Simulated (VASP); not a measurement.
# GaP (F-43m) in VASP: a series of runs

The runs below take GaP through single point, with B3LYP5, PBE0.

All numbers are computed with VASP 6.6.1; they aren't measurements. Logs are shortened: lines on timing, memory, paths and dates and some standing lists are left out, and cuts for length are marked.

### 1 The cell of the first run

Symmetry: F-43m, No. 216, cubic system. Conventional cell: a = 5.522 Å, b = 5.522 Å, c = 5.522 Å, α = 90.00°, β = 90.00°, γ = 90.00°. Ga (site symmetry -43m) has 4 P at 2.39 Å within 3.2 Å. Within 3.2 Å of P (site symmetry -43m) lie 4 Ga at 2.39 Å.

### 2 Single point, B3LYP5 (21.05 Å³/atom)

Contents of POSCAR:

```
GaP
1.0
    0.0000000000      2.7611126650      2.7611126650
    2.7611126650      0.0000000000      2.7611126650
    2.7611126650      2.7611126650      0.0000000000
Ga P
1 1
Direct
    0.0000000000      0.0000000000      0.0000000000
    0.2500000000      0.2500000000      0.2500000000
```

Contents of INCAR.step1:

```
SYSTEM = GaP
PREC = Accurate
ENCUT = 400
EDIFF = 1E-5
ISMEAR = 0
SIGMA = 0.01
LREAL = .False.
LASPH = .True.
NELM = 120
ALGO = Normal
ISIF = 2
LWAVE = .True.
LCHARG = .False.
GGA = PE
NBANDS = 16
GGA_COMPAT = .False.
```

Contents of INCAR.step2:

```
SYSTEM = GaP
PREC = Accurate
ENCUT = 400
EDIFF = 1E-6
ISMEAR = 0
SIGMA = 0.01
LREAL = .False.
LASPH = .True.
NELM = 120
ALGO = Normal
ISIF = 2
LWAVE = .False.
LCHARG = .False.
GGA = B5
LHFCALC = .True.
AEXX = 0.2
AGGAX = 0.72
AGGAC = 0.81
ALDAC = 0.19
PRECFOCK = Normal
ISTART = 1
NBANDS = 16
GGA_COMPAT = .False.
```

Contents of KPOINTS:

```
Automatic mesh
0
Gamma
  5 5 5
  0 0 0
```

Potentials or basis: VASP PAW PBE potentials, release 64 (Ga_d, P).

Run with:

```
cat potpaw_PBE.64/Ga_d/POTCAR potpaw_PBE.64/P/POTCAR > POTCAR
cp INCAR.step1 INCAR
mpirun -np 1 vasp_std > vasp.out
cp INCAR.step2 INCAR
mpirun -np 1 vasp_std > vasp.out
```

OUTCAR:

```text
SYSTEM = GaP
   PREC = Accurate
   ENCUT = 400
   EDIFF = 1E-6
   ISMEAR = 0
   LREAL = .False.
   LASPH = .True.
   NELM = 120
   ISIF = 2
   GGA = B5
   LHFCALC = .True.
   AEXX = 0.2
   PRECFOCK = Normal
   ISTART = 1

 ion  position               nearest neighbor table
   1  0.000  0.000  0.000-   2 2.39   2 2.39   2 2.39   2 2.39
   2  0.250  0.250  0.250-   1 2.39   1 2.39   1 2.39   1 2.39

  LATTYP: Found a face centered cubic cell.
 ALAT       =     5.5222253300

  Lattice vectors:

 A1 = (   0.0000000000,   2.7611126650,   2.7611126650)
 A2 = (   2.7611126650,   0.0000000000,   2.7611126650)
 A3 = (   2.7611126650,   2.7611126650,   0.0000000000)

Analysis of symmetry for initial positions (statically):
=====================================================================
 Subroutine PRICEL returns:
 Original cell was already a primitive cell.

 Routine SETGRP: Setting up the symmetry group for a
 face centered cubic supercell.

 Subroutine GETGRP returns: Found 24 space group operations
 (whereof 24 operations were pure point group operations)
 out of a pool of 48 trial point group operations.

The static configuration has the point symmetry T_d .

Analysis of symmetry for dynamics (positions and initial velocities):
=====================================================================
 Subroutine PRICEL returns:
 Original cell was already a primitive cell.

 Routine SETGRP: Setting up the symmetry group for a
 face centered cubic supercell.

 Subroutine GETGRP returns: Found 24 space group operations
 (whereof 24 operations were pure point group operations)
 out of a pool of 48 trial point group operations.

The dynamic configuration has the point symmetry T_d .

 Subroutine INISYM returns: Found 24 space group operations
 (whereof 24 operations are pure point group operations),
 and found     1 'primitive' translations

----------------------------------------------------------------------------------------

                                     Primitive cell

  volume of cell :      42.1000

  direct lattice vectors                    reciprocal lattice vectors
     0.000000000  2.761112665  2.761112665    -0.181086417  0.181086417  0.181086417
     2.761112665  0.000000000  2.761112665     0.181086417 -0.181086417  0.181086417
     2.761112665  2.761112665  0.000000000     0.181086417  0.181086417 -0.181086417

  length of vectors
     3.904802978  3.904802978  3.904802978     0.313650875  0.313650875  0.313650875

  position of ions in fractional coordinates (direct lattice)
     0.000000000  0.000000000  0.000000000
     0.250000000  0.250000000  0.250000000

  ion indices of the primitive-cell ions
   primitive index   ion index
                 1           1
                 2           2

----------------------------------------------------------------------------------------

 KPOINTS: Automatic mesh

Automatic generation of k-mesh.
 Grid dimensions read from file:
 generate k-points for:    5    5    5

 Generating k-lattice:

  Cartesian coordinates                     Fractional coordinates (reciprocal lattice)
    -0.036217283  0.036217283  0.036217283     0.200000000  0.000000000  0.000000000
     0.036217283 -0.036217283  0.036217283     0.000000000  0.200000000  0.000000000
     0.036217283  0.036217283 -0.036217283     0.000000000  0.000000000  0.200000000

  Length of vectors
     0.062730175  0.062730175  0.062730175

  Shift w.r.t. Gamma in fractional coordinates (k-lattice)
     0.000000000  0.000000000  0.000000000

 Subroutine IBZKPT returns following result:
 ===========================================

 Found     10 irreducible k-points:

 Following reciprocal coordinates:
            Coordinates               Weight
  0.000000  0.000000  0.000000      1.000000
  0.200000  0.000000  0.000000      8.000000
  0.400000  0.000000  0.000000      8.000000
  0.200000  0.200000  0.000000      6.000000
  0.400000  0.200000  0.000000     24.000000
 -0.400000  0.200000  0.000000     24.000000
 -0.200000  0.200000  0.000000     12.000000
  0.400000  0.400000  0.000000      6.000000
 -0.400000  0.400000  0.000000     12.000000
 -0.400000  0.400000  0.200000     24.000000
   k-points           NKPTS =     10   k-points in BZ     NKDIM =    125   number of bands    NBANDS=     16
   number of dos      NEDOS =    301   number of ions     NIONS =      2
   total plane-waves  NPLWV =  21952
   dimension x,y,z NGX =    28 NGY =   28 NGZ =   28
   dimension x,y,z NGXF=    56 NGYF=   56 NGZF=   56
   ions per type =               1   1
   NGX,Y,Z   is equivalent  to a cutoff of  11.92, 11.92, 11.92 a.u.
   NGXF,Y,Z  is equivalent  to a cutoff of  23.84, 23.84, 23.84 a.u.
 SYSTEM =  GaP
   PREC   = accura    normal or accurate (medium, high low for compatibility)
   ISTART =      1    job   : 0-new  1-cont  2-samecut
   ICHARG =      0    charge: 1-file 2-atom 10-const
   ISPIN  =      1    spin polarized calculation?
   LNONCOLLINEAR =      F non collinear calculations
   LSORBIT =      F    spin-orbit coupling
   LASPH  =      T    aspherical Exc in radial PAW
   ENCUT  =  400.0 eV  29.40 Ry    5.42 a.u.   6.37  6.37  6.37*2*pi/ulx,y,z
   NELM   =    120;   NELMIN=  2; NELMDL=  0     # of ELM steps
   EDIFF  = 0.1E-05   stopping-criterion for ELM
   LREAL  =      F    real-space projection
   EDIFFG = 0.1E-04   stopping-criterion for IOM
   NSW    =      0    number of steps for IOM
   IBRION =     -1    ionic relax: 0-MD 1-quasi-New 2-CG
   NFREE  =      0    steps in history (QN), initial steepest desc. (CG)
   ISIF   =      2    stress and relaxation
   ISYM   =      3    0-nonsym 1-usesym 2-fastsym
   POTIM  = 0.5000    time-step for ionic-motion
   TEBEG  =    0.0;   TEEND  =   0.0 temperature during run
   PSTRESS=    0.0 pullay stress
   NELECT =      18.0000    total number of electrons
   NUPDOWN=      -1.0000    fix difference up-down
   EMIN   =  10.00;   EMAX   =-10.00  energy-range for DOS
   EFERMI =   0.00;   METHOD = LEGACY
   ISMEAR =     0;   SIGMA  =   0.01  broadening in eV -4-tet -1-fermi 0-gaus
   EFERMI_NEDOS =   21; number of points for ismear=-14 and -15
   IALGO  =     38    algorithm
   IMIX   =      1    mixing-type and parameters
     AMIX     =   0.40;   BMIX     =  1.00
     AMIX_MAG =   1.60;   BMIX_MAG =  1.00
  volume/ion in A,a.u.               =      21.05       142.05
  Fermi-wavevector in a.u.,A,eV,Ry     =   1.233308  2.330614 20.695122  1.521049
  Thomas-Fermi vector in A             =   2.368043
   LORBIT       =      0    0 simple, 1 ext, 2 COOP (PROOUT), +10 PAW based schemes
   GGA     = B5    functional components
   LHFCALC =     T    Hartree Fock is set to
   PRECFOCK=normal    Normal, Fast or Accurate (Low or Medium for compatibility)
   ENCUT4O =  -1.0   cutoff for four orbital integrals eV
   NKREDX  =     1    reduce k-point grid by
   NKREDY  =     1    reduce k-point grid by
   NKREDZ  =     1    reduce k-point grid by
   AEXX    =    0.2000 exact exchange contribution
   HFSCREEN=    0.0000 screening length (either q_TF or 0.3 A-1)
   HFSCREENC=   0.0000 screening length for correlation (either q_TF or 0.3 A-1)
   ENCUTFOCK=  -1.0 apply spherical cutoff to Coloumb kernel
   IVDW    =     0    specifies the selected vdW correction
   LEPSILON=     F    determine dielectric tensor
   LRPA    =     F    only Hartree local field effects (RPA)
 non-spin polarized calculation
 Gauss-broadening in eV      SIGMA  =   0.01
  energy-cutoff  :      400.00
  volume of cell :       42.10
 maximum number of plane-waves:       785
 NGX is ok and might be reduce to    28
  NGX = 20; NGY = 20; NGZ = 20

 number of electron      18.0000006 magnetization

 Free energy of the ion-electron system (eV)
  ---------------------------------------------------
  ext. energy  EPLUGINS =         0.00000000
  ---------------------------------------------------
  free energy    TOTEN  =        -9.95506918 eV

  energy without entropy =       -9.95506918  energy(sigma->0) =       -9.95506918

 E-fermi :   4.0451     XC(G=0):  -7.5817

 val. band max:        3.9397808989   @ k =   0.0000   0.0000   0.0000
 cond. band min:       6.6403893726   @ k =   0.0000   0.0000   0.0000
 fundamental gap:      2.7006084737
 Fermi energy:         4.0450548755

 k-point     1 :       0.0000    0.0000    0.0000
  band No.  band energies     occupation
      1     -12.6945      2.00000
      2     -12.6945      2.00000
      3     -12.6945      2.00000
      4     -12.6046      2.00000
      5     -12.6046      2.00000
      6      -9.3242      2.00000
[... 8 lines left out ...]
     15      15.3076      0.00000
     16      15.3076      0.00000

 k-point     2 :       0.2000    0.0000    0.0000
  band No.  band energies     occupation
      1     -12.7125      2.00000
      2     -12.6860      2.00000
      3     -12.6860      2.00000
      4     -12.6046      2.00000
      5     -12.6046      2.00000
      6      -8.8175      2.00000
[... 8 lines left out ...]
     15      14.3907      0.00000
     16      15.5131      0.00000

 k-point     3 :       0.4000    0.0000    0.0000
  band No.  band energies     occupation
      1     -12.7404      2.00000
      2     -12.6752      2.00000
      3     -12.6752      2.00000
      4     -12.6011      2.00000
      5     -12.6011      2.00000
      6      -7.6050      2.00000
[... 8 lines left out ...]
     15      16.0480      0.00000
     16      16.0480      0.00000

 k-point     4 :       0.2000    0.2000    0.0000
  band No.  band energies     occupation
      1     -12.7268      2.00000
      2     -12.6773      2.00000
      3     -12.6773      2.00000
      4     -12.6126      2.00000
      5     -12.5990      2.00000
      6      -8.6457      2.00000
[... 8 lines left out ...]
     15      15.9512      0.00000
     16      16.9417      0.00000
[... 58 lines left out ...]
 k-point     8 :       0.4000    0.4000    0.0000
  band No.  band energies     occupation
      1     -12.7710      2.00000
      2     -12.6475      2.00000
      3     -12.6475      2.00000
      4     -12.6281      2.00000
      5     -12.5897      2.00000
      6      -6.9216      2.00000
[... 8 lines left out ...]
     15      17.5768      0.00000
     16      19.8446      0.00000

 k-point     9 :      -0.4000    0.4000    0.0000
  band No.  band energies     occupation
      1     -12.7681      2.00000
      2     -12.6525      2.00000
      3     -12.6471      2.00000
      4     -12.6231      2.00000
      5     -12.5931      2.00000
      6      -6.3715      2.00000
[... 8 lines left out ...]
     15      16.4450      0.00000
     16      19.5842      0.00000

 k-point    10 :      -0.4000    0.4000    0.2000
  band No.  band energies     occupation
      1     -12.7580      2.00000
      2     -12.6642      2.00000
      3     -12.6498      2.00000
      4     -12.6164      2.00000
      5     -12.5972      2.00000
      6      -6.6586      2.00000
[... 8 lines left out ...]
     15      16.9784      0.00000
     16      19.6644      0.00000

------------------------ aborting loop because EDIFF is reached ----------------------------------------

  FORCE on cell =-STRESS in cart. coord.  units (eV):
  Direction    XX          YY          ZZ          XY          YZ          ZX
  --------------------------------------------------------------------------------------
  -------------------------------------------------------------------------------------
  Total        0.0909692      0.0909692      0.0909692      0.0000000      0.0000000      0.0000000
  in kB        3.4619657      3.4619657      3.4619657      0.0000000      0.0000000      0.0000000
  external PRESSURE =       3.4619657 kB  Pullay stress =       0.0000000 kB

 VOLUME and BASIS-vectors are now :
 -----------------------------------------------------------------------------
  energy-cutoff  :      400.00
  volume of cell :       42.10
      direct lattice vectors                 reciprocal lattice vectors
     0.000000000  2.761112665  2.761112665    -0.181086417  0.181086417  0.181086417
     2.761112665  0.000000000  2.761112665     0.181086417 -0.181086417  0.181086417
     2.761112665  2.761112665  0.000000000     0.181086417  0.181086417 -0.181086417

 POSITION                                       TOTAL-FORCE (eV/Angst)
 -----------------------------------------------------------------------------------
      0.00000      0.00000      0.00000        -0.000000      0.000000     -0.000000
      1.38056      1.38056      1.38056         0.000000     -0.000000      0.000000
 -----------------------------------------------------------------------------------
    total drift:                                0.000044      0.000022      0.000021

  FREE ENERGIE OF THE ION-ELECTRON SYSTEM (eV)
  ---------------------------------------------------
  free  energy   TOTEN  =        -9.9550691783 eV

  energy  without entropy=       -9.9550691783  energy(sigma->0) =       -9.95506918
```

It took 4.7 min on 1 thread of AMD EPYC 9R45 (Zen 5), shared host; peak memory 0.13 GiB.

What came out:

```
Free energy            : -9.9551 eV
Pressure               : 0.3 GPa
Band gap on the k mesh : 2.70 eV
```

Levels at points of the mesh, in eV from the valence-band top:
```
           k point  band 5  band 6  band 7  band 8  band 9  band 10  band 11  band 12  band 13  band 14
(0.00, 0.00, 0.00)  -16.54  -13.26    0.00    0.00    0.00     2.70     5.22     5.22     5.22    10.22
```

Caveat: the PAW data sets were made with another functional, which shifts forces and pressure a little; an odd mesh through Γ misses points on the zone boundary, where band edges can lie.

### 3 Single point, PBE0, non-collinear spin, zero start, spin-orbit coupling

This run uses another cell than the first one, of 20.24 Å³/atom.

Contents of POSCAR:

```
GaP
1.0
    0.0000000000      2.7252500000      2.7252500000
    2.7252500000      0.0000000000      2.7252500000
    2.7252500000      2.7252500000      0.0000000000
Ga P
1 1
Direct
    0.0000000000      0.0000000000      0.0000000000
    0.2500000000      0.2500000000      0.2500000000
```

Contents of INCAR.step1:

```
SYSTEM = GaP
PREC = Accurate ; ENCUT = 400
EDIFF = 1E-5 ; ISMEAR = 0
SIGMA = 0.1 ; LREAL = .FALSE.
LASPH = .TRUE. ; NELM = 200
ALGO = Normal ; ISIF = 2
LWAVE = .TRUE. ; LNONCOLLINEAR = .TRUE.
MAGMOM = 0 0 0 0 0 0 ; LORBIT = 11
LSORBIT = .TRUE. ; GGA_COMPAT = .FALSE.
LORBMOM = .TRUE. ; NBANDS = 30
GGA = PE
```

Contents of INCAR.step2:

```
SYSTEM = GaP
PREC = Accurate ; ENCUT = 400
EDIFF = 1E-6 ; ISMEAR = 0
SIGMA = 0.1 ; LREAL = .FALSE.
LASPH = .TRUE. ; NELM = 200
ALGO = Normal ; ISIF = 2
LWAVE = .FALSE. ; LCHARG = .TRUE.
LNONCOLLINEAR = .TRUE. ; MAGMOM = 0 0 0 0 0 0
LORBIT = 11 ; LSORBIT = .TRUE.
GGA_COMPAT = .FALSE. ; LORBMOM = .TRUE.
GGA = PE ; LHFCALC = .TRUE.
AEXX = 0.25 ; PRECFOCK = Normal
LVHAR = .TRUE. ; NBANDS = 30
ISTART = 1
```

Contents of KPOINTS:

```
regular mesh
0
G
  5 5 5
  0 0 0
```

Potentials or basis: VASP PAW PBE potentials, release 64 (Ga_d, P).

Run with:

```
cat potpaw_PBE.64/Ga_d/POTCAR potpaw_PBE.64/P/POTCAR > POTCAR
cp INCAR.step1 INCAR
mpirun -np 1 vasp_ncl > vasp.out
cp INCAR.step2 INCAR
mpirun -np 1 vasp_ncl > vasp.out
```

Wall time 66 min (1 thread of Intel Xeon Platinum 8259CL at 2.50GHz (Skylake/Cascade Lake), shared host); peak memory 0.26 GiB.

The run converged. Its results:

* Free energy: -11.6731 eV
* Pressure: 0.1 GPa
* Net moment: 0.00 μB per cell
* Valence electrons inside the program's atomic spheres: Ga 11.70; P 2.56

Moments on the atoms (μB; x, y, z):
```
Ga  0.00 0.00 0.00
P   0.00 0.00 0.00
```

Caveat: the k points lie up to 0.40 Å⁻¹ apart; the PAW data sets were made with another functional, which shifts forces and pressure a little.
